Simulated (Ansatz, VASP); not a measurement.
**BP: VASP beside Ansatz**

INCAR

```
SYSTEM = BP
PREC = Accurate ; ENCUT = 520
EDIFF = 1E-6 ; ISMEAR = 0
SIGMA = 0.05 ; LREAL = .False.
LASPH = .True. ; NELM = 80
ALGO = Normal ; ISIF = 2
LWAVE = .False. ; LCHARG = .True.
GGA = PE ; LELF = .True.
LVHAR = .True. ; NBANDS = 11
```

KPOINTS

```
regular mesh
0
Gamma
  10 10 10
  0 0 0
```

File POSCAR:

```
BP
1.0
    0.0000000000      2.4505200000      2.2690000000
    2.4505200000      0.0000000000      2.2690000000
    2.4505200000      2.4505200000      0.0000000000
B P
1 1
Direct
    0.0000000000      0.0000000000      0.0000000000
    0.7500000000      0.7500000000      0.7500000000
```

Input for Ansatz:

```yaml
crystal:
  lattice:
    - [0.0, 2.45052, 2.269]
    - [2.45052, 0.0, 2.269]
    - [2.45052, 2.45052, 0.0]
  atoms:
    - { symbol: B, position: [0.0, 0.0, 0.0] }
    - { symbol: P, position: [0.75, 0.75, 0.75] }
basis:
  ecutwfc: 420
kpoints:
  mp_grid: { grid: [10, 10, 10] }
hamiltonian:
  xc: pbe
scf:
  occupations: { method: gaussian, width: 0.05 }
output:
  forces: true
  stress: true
  eigenvalues: true
```

Change from the starting cell: strain +0.080 along x and y, +0.000 along z, atoms carried along.

Alike in both runs: task single point; functional PBE; k mesh 10 × 10 × 10; occupations gaussian, width 0.05 eV; no spin polarisation.

```csv
,VASP,Ansatz
version,VASP 6.6.1,Ansatz 0.2.0
potentials or method,"VASP PAW PBE potentials, release 64 (B, P), cutoff 520 eV","scalar-relativistic, plane waves, PAW"
valence electrons in the cell,8,8
```

|  | VASP | Ansatz | Ansatz less VASP |
| --- | --- | --- | --- |
| gap on the k mesh at the Fermi level (eV) | 0.40 | 0.41 | +0.003 |
| least direct gap on the mesh (eV) | 2.52 | 2.52 | +0.002 |
| pressure (GPa) | -18.0 | -17.9 | +0.14 |
| traceless stress, the component that is largest in VASP (GPa) | 10.74 | 10.73 | -0.010 |

With one functional, cell and mesh, what is left measures potentials, basis and numerics.
